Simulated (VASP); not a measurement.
# F (Cmce) in VASP: a series of runs, part 2 of 2

VASP 6.6.1. Earlier steps stand in the parts before.

### Step 3. Single point, PBE

Input file INCAR:

```
SYSTEM = F
PREC = Accurate
ENCUT = 600
EDIFF = 1E-6
ISMEAR = 0
SIGMA = 0.01
LREAL = .False.
LASPH = .True.
NELM = 120
ALGO = Normal
ISIF = 2
LWAVE = .False.
LCHARG = .False.
GGA = PE
NBANDS = 22
GGA_COMPAT = .False.
```

Input file KPOINTS:

```
Automatic mesh
0
Gamma
  6 6 2
  0 0 0
```

Input file POSCAR:

```
F
1.0
    2.4728542882     -1.6104303596      0.0000000000
    2.4728542882      1.6104303596      0.0000000000
    0.0000000000      0.0000000000      6.5449700122
F
4
Direct
    0.9054155717      0.0945844283      0.0963912690
    0.5945844283      0.4054155717      0.5963912690
    0.4054155717      0.5945844283      0.4036087310
    0.0945844283      0.9054155717      0.9036087310
```

Potentials or basis: VASP PAW PBE potentials, release 64 (F).

Command:

```bash
$ cat potpaw_PBE.64/F/POTCAR > POTCAR
$ mpirun -np 1 vasp_std > vasp.out
```

OUTCAR:

```text
SYSTEM = F
   PREC = Accurate
   ENCUT = 600
   EDIFF = 1E-6
   ISMEAR = 0
   LREAL = .False.
   LASPH = .True.
   NELM = 120
   ISIF = 2
   GGA = PE

 ion  position               nearest neighbor table
   1  0.905  0.095  0.096-   4 1.40
   2  0.595  0.405  0.596-   3 1.40
   3  0.405  0.595  0.404-   2 1.40
   4  0.095  0.905  0.904-   1 1.40

  LATTYP: Found a base centered orthorhombic cell.
 ALAT       =     3.2208607192
 B/A-ratio  =     1.5355238887
 C/A-ratio  =     2.0320562057

  Lattice vectors:

 A1 = (  -2.4728542882,  -1.6104303596,   0.0000000000)
 A2 = (   2.4728542882,  -1.6104303596,   0.0000000000)
 A3 = (   0.0000000000,   0.0000000000,   6.5449700122)

Analysis of symmetry for initial positions (statically):
=====================================================================
 Subroutine PRICEL returns:
 Original cell was already a primitive cell.

[... 170 lines left out ...]
  ---------------------------------------------------
  free energy    TOTEN  =        -7.16747746 eV

  energy without entropy =       -7.16747746  energy(sigma->0) =       -7.16747746

 E-fermi :  -4.0162     XC(G=0):  -8.5760

 val. band max:       -4.0819103498   @ k =   0.0000   0.0000   0.0000
 cond. band min:      -1.2144687420   @ k =   0.0000   0.0000   0.0000
 fundamental gap:      2.8674416078
 Fermi energy:        -4.0162380536

 k-point     1 :       0.0000    0.0000    0.0000
  band No.  band energies     occupation
      1     -29.4492      2.00000
      2     -29.2611      2.00000
      3     -22.9857      2.00000
      4     -22.4391      2.00000
      5     -11.0446      2.00000
      6      -9.9684      2.00000
[... 589 lines left out ...]
     21      15.2153      0.00000
     22      15.2153      0.00000

 [... further k-points ...]

------------------------ aborting loop because EDIFF is reached ----------------------------------------

  FORCE on cell =-STRESS in cart. coord.  units (eV):
  Direction    XX          YY          ZZ          XY          YZ          ZX
  --------------------------------------------------------------------------------------
  -------------------------------------------------------------------------------------
  Total        0.8661991      1.3097226      2.8017886      0.0000000     -0.0000000      0.0000000
  in kB       26.6225824     40.2542526     86.1128201      0.0000000     -0.0000000      0.0000000
  external PRESSURE =      50.9965517 kB  Pullay stress =       0.0000000 kB

 VOLUME and BASIS-vectors are now :
 -----------------------------------------------------------------------------
  energy-cutoff  :      600.00
  volume of cell :       52.13
      direct lattice vectors                 reciprocal lattice vectors
     2.472854288 -1.610430360  0.000000000     0.202195496 -0.310476015  0.000000000
     2.472854288  1.610430360  0.000000000     0.202195496  0.310476015  0.000000000
     0.000000000  0.000000000  6.544970012     0.000000000  0.000000000  0.152789088

 POSITION                                       TOTAL-FORCE (eV/Angst)
 -----------------------------------------------------------------------------------
      2.47285     -1.30579      0.63088         0.000000      0.412527      0.896004
      2.47285     -0.30464      3.90336         0.000000     -0.412527      0.896004
      2.47285      0.30464      2.64161         0.000000      0.412527     -0.896004
      2.47285      1.30579      5.91409         0.000000     -0.412527     -0.896004
 -----------------------------------------------------------------------------------
    total drift:                               -0.000000      0.000000      0.000000

  FREE ENERGIE OF THE ION-ELECTRON SYSTEM (eV)
  ---------------------------------------------------
  free  energy   TOTEN  =        -7.1674774564 eV

  energy  without entropy=       -7.1674774564  energy(sigma->0) =       -7.16747746
```

OSZICAR:

```text
N       E                     dE             d eps       ncg     rms          rms(c)
DAV:   1     0.180828547653E+03    0.18083E+03   -0.17769E+04  1144   0.137E+03
DAV:   2    -0.943881066679E+00   -0.18177E+03   -0.17680E+03  1546   0.310E+02
DAV:   3    -0.875732963329E+01   -0.78134E+01   -0.77776E+01  1354   0.596E+01
DAV:   4    -0.880205030620E+01   -0.44721E-01   -0.44719E-01  1192   0.509E+00
DAV:   5    -0.880227401458E+01   -0.22371E-03   -0.22371E-03  1306   0.345E-01    0.112E+01
DAV:   6    -0.759305322319E+01    0.12092E+01   -0.44827E-01  1168   0.687E+00    0.632E+00
DAV:   7    -0.716977495149E+01    0.42328E+00   -0.60287E-01  1198   0.746E+00    0.715E-01
DAV:   8    -0.716728392244E+01    0.24910E-02   -0.73172E-02  1180   0.203E+00    0.114E-01
DAV:   9    -0.716741693890E+01   -0.13302E-03   -0.82006E-04  1240   0.228E-01    0.587E-02
DAV:  10    -0.716747637361E+01   -0.59435E-04   -0.79845E-05  1210   0.855E-02    0.175E-02
DAV:  11    -0.716747735080E+01   -0.97719E-06   -0.11174E-05  1276   0.323E-02    0.323E-03
DAV:  12    -0.716747745636E+01   -0.10556E-06   -0.56767E-07   698   0.668E-03
   1 F= -.71674775E+01 E0= -.71674775E+01  d E =-.145754E-22
```

It took 9.7 s on 1 thread of Intel Xeon 6975P-C (Granite Rapids), shared host; peak memory 0.17 GiB.

What came out:

```yaml
Free_energy: -7.1675 eV
Pressure: 5.1 GPa
Largest_force: 0.986 eV/Å
Band_gap_on_the_k_mesh: 2.87 eV
```

Forces on the atoms (eV/Å):
```
F    0.000  0.413  0.896
F    0.000 -0.413  0.896
F    0.000  0.413 -0.896
F    0.000 -0.413 -0.896
```

Levels at points of the mesh, in eV from the valence-band top:
| k point | band 10 | band 11 | band 12 | band 13 | band 14 | band 15 | band 16 | band 17 | band 18 | band 19 |
| --- | --- | --- | --- | --- | --- | --- | --- | --- | --- | --- |
| (0.00, 0.00, 0.00) | -3.10 | -0.51 | -0.21 | -0.04 | 0.00 | 2.87 | 3.96 | 9.99 | 12.52 | 13.73 |
| (0.50, 0.00, 0.00) | -3.39 | -0.59 | -0.59 | -0.12 | -0.12 | 3.55 | 3.55 | 14.87 | 14.87 | 16.80 |
| (0.50, 0.50, 0.00) | -3.55 | -0.99 | -0.68 | -0.26 | -0.25 | 3.19 | 3.85 | 15.24 | 15.74 | 16.41 |
| (0.00, 0.00, 0.50) | -3.12 | -0.39 | -0.39 | -0.02 | -0.02 | 3.39 | 3.39 | 10.93 | 10.93 | 16.26 |
| (0.50, 0.00, 0.50) | -3.41 | -0.51 | -0.51 | -0.07 | -0.07 | 3.49 | 3.49 | 15.17 | 15.17 | 15.68 |
| (0.50, 0.50, 0.50) | -3.61 | -0.60 | -0.60 | -0.49 | -0.49 | 3.52 | 3.52 | 15.68 | 15.68 | 16.24 |

Caveat: the k points lie up to 0.48 Å⁻¹ apart; this functional lacks dispersion, which holds the molecules together, so the pressure and a relaxed volume are unreliable. A k mesh can miss the band edges.

### Step 4. Single point, PBE+D3(BJ)

This run uses another cell than the first one, of 17.51 Å³/atom.

Input file INCAR:

```
PREC     = Accurate       # precision mode
ENCUT    = 600            # plane-wave cutoff, eV
EDIFF    = 1E-6           # SCF threshold, eV
ISMEAR   = -1             # smearing method
SIGMA    = 0.02           # smearing width, eV
LREAL    = F              # projectors in reciprocal space
LASPH    = T              # aspherical terms in the spheres
NELM     = 120            # most SCF steps
ALGO     = Normal         # electronic algorithm
ISIF     = 2              # what is computed and relaxed
LWAVE    = F              # write WAVECAR
LCHARG   = F              # write CHGCAR
GGA      = PE             # functional
IVDW     = 12             # dispersion correction
NBANDS   = 22             # bands
GGA_COMPAT= F
```

Input file KPOINTS:

```
Automatic mesh
0
Gamma
  6 6 4
```

Input file POSCAR:

```
F
1.0
    2.8604385440     -1.8232123519      0.0000000000
    2.8604385440      1.8232123519      0.0000000000
    0.0000000000      0.0000000000      6.7154610078
F
4
Direct
    0.9102544886      0.0897455114      0.0936222487
    0.5897455114      0.4102544886      0.5936222487
    0.4102544886      0.5897455114      0.4063777513
    0.0897455114      0.9102544886      0.9063777513
```

Command:

```bash
$ cat potpaw_PBE.64/F/POTCAR > POTCAR
$ mpirun -np 1 vasp_std > vasp.out
```

Wall time 22 s (1 thread of Intel Xeon 6975P-C (Granite Rapids), shared host); peak memory 0.21 GiB.

The run converged. Its results:

- Free energy: -7.4300 eV
- Pressure: 0.3 GPa
- Largest force: 0.352 eV/Å
- Band gap on the k mesh: 3.01 eV
- Dispersion energy per atom: -0.026 eV

Forces on the atoms (eV/Å):
```
F    0.000  0.161  0.313
F    0.000 -0.161  0.313
F    0.000  0.161 -0.313
F    0.000 -0.161 -0.313
```

Stress tensor (GPa, compression positive):
```
-0.45  0.00  0.00
 0.00  0.02  0.00
 0.00  0.00  1.29
```

Levels at points of the mesh, in eV from the valence-band top:
```tsv
k point	band 10	band 11	band 12	band 13	band 14	band 15	band 16	band 17	band 18	band 19
(0.00, 0.00, 0.00)	-3.15	-0.33	-0.06	-0.05	0.00	3.01	3.71	8.96	11.68	12.55
(0.50, 0.00, 0.00)	-3.30	-0.23	-0.23	-0.07	-0.07	3.43	3.43	12.96	12.96	15.22
(0.50, 0.50, 0.00)	-3.34	-0.46	-0.40	-0.06	-0.02	3.21	3.66	13.01	14.06	14.76
(0.00, 0.00, 0.50)	-3.17	-0.21	-0.21	-0.02	-0.02	3.33	3.33	9.89	9.89	15.38
(0.50, 0.00, 0.50)	-3.31	-0.20	-0.20	-0.03	-0.03	3.41	3.41	13.50	13.50	13.62
(0.50, 0.50, 0.50)	-3.39	-0.24	-0.24	-0.23	-0.23	3.42	3.42	13.56	13.56	14.70
```

A k mesh can miss the band edges.

### Step 5. Single point, PBE+D4

This run uses another cell than the first one, of 17.20 Å³/atom.

Input file INCAR:

```
ALGO = Normal
EDIFF = 1E-6
ENCUT = 600
GGA = PE
GGA_COMPAT = F
ISIF = 2
ISMEAR = -1
IVDW = 13
LASPH = T
LCHARG = F
LREAL = F
LWAVE = F
NBANDS = 22
NELM = 120
PREC = Accurate
SIGMA = 0.02
```

Input file KPOINTS:

```
k-points
0
Gamma
  8 8 4
```

Input file POSCAR:

```
F
1.0
    2.8299779932     -1.8132766635      0.0000000000
    2.8299779932      1.8132766635      0.0000000000
    0.0000000000      0.0000000000      6.7036462544
F
4
Direct
    0.9101586984      0.0898413016      0.0938976664
    0.5898413016      0.4101586984      0.5938976664
    0.4101586984      0.5898413016      0.4061023336
    0.0898413016      0.9101586984      0.9061023336
```

Command:

```bash
$ cat potpaw_PBE.64/F/POTCAR > POTCAR
$ mpirun -np 1 vasp_std > vasp.out
```

It took 32 s on 1 thread of Intel Xeon 6975P-C (Granite Rapids), shared host; peak memory 0.23 GiB.

It converged, with:

```yaml
Free_energy: -7.4542 eV
Pressure: 0.3 GPa
Largest_force: 0.353 eV/Å
Band_gap_on_the_k_mesh: 3.00 eV
Dispersion_energy_per_atom: -0.033 eV
```

Forces in eV/Å, atoms in the order of the input:
```
F    0.000  0.161  0.315
F    0.000 -0.161  0.315
F    0.000  0.161 -0.315
F    0.000 -0.161 -0.315
```

Stress tensor (GPa, compression positive):
```
-0.45  0.00  0.00
 0.00  0.02  0.00
 0.00  0.00  1.32
```

Levels at points of the mesh, in eV from the valence-band top:
```tsv
k point	band 12	band 13	band 14	band 15	band 16	band 17
(0.00, 0.00, 0.00)	-0.06	-0.05	0.00	3.00	3.71	9.02
(0.50, 0.00, 0.00)	-0.24	-0.07	-0.07	3.43	3.43	13.06
(0.50, 0.50, 0.00)	-0.41	-0.07	-0.03	3.20	3.66	13.15
(0.00, 0.00, 0.50)	-0.22	-0.02	-0.02	3.33	3.33	9.95
(0.50, 0.00, 0.50)	-0.21	-0.03	-0.03	3.41	3.41	13.60
(0.50, 0.50, 0.50)	-0.25	-0.24	-0.24	3.42	3.42	13.70
```

### Step 6. Summary

```csv
level,cell,k mesh,smearing,gap on the mesh (eV),pressure (GPa),largest force (eV/Å)
PBE,"a = 2.951, b = 2.951, c = 6.545 Å, angles 90.0, 90.0, 66.1°, 4 atoms, atomic positions A",6 × 6 × 2,gaussian 0.01 eV,2.87,5.1,0.99
PBE+D3(BJ),"a = 3.392, b = 3.392, c = 6.715 Å, angles 90.0, 90.0, 65.0°, 4 atoms, atomic positions B",6 × 6 × 4,fermi-dirac 0.02 eV,3.01,0.3,0.35
PBE+D4,"a = 3.361, b = 3.361, c = 6.704 Å, angles 90.0, 90.0, 65.3°, 4 atoms, atomic positions C",8 × 8 × 4,fermi-dirac 0.02 eV,3.00,0.3,0.35
```

Alike in all rows: task single point; potentials or basis VASP PAW PBE potentials, release 64 (F); no spin polarisation; cutoff (eV) 600.

Caveats: some runs use coarse meshes; this functional lacks dispersion, which holds the molecules together, so the pressure and a relaxed volume are unreliable (at least some runs).

Absolute energies hang on the potentials; compare differences alone.
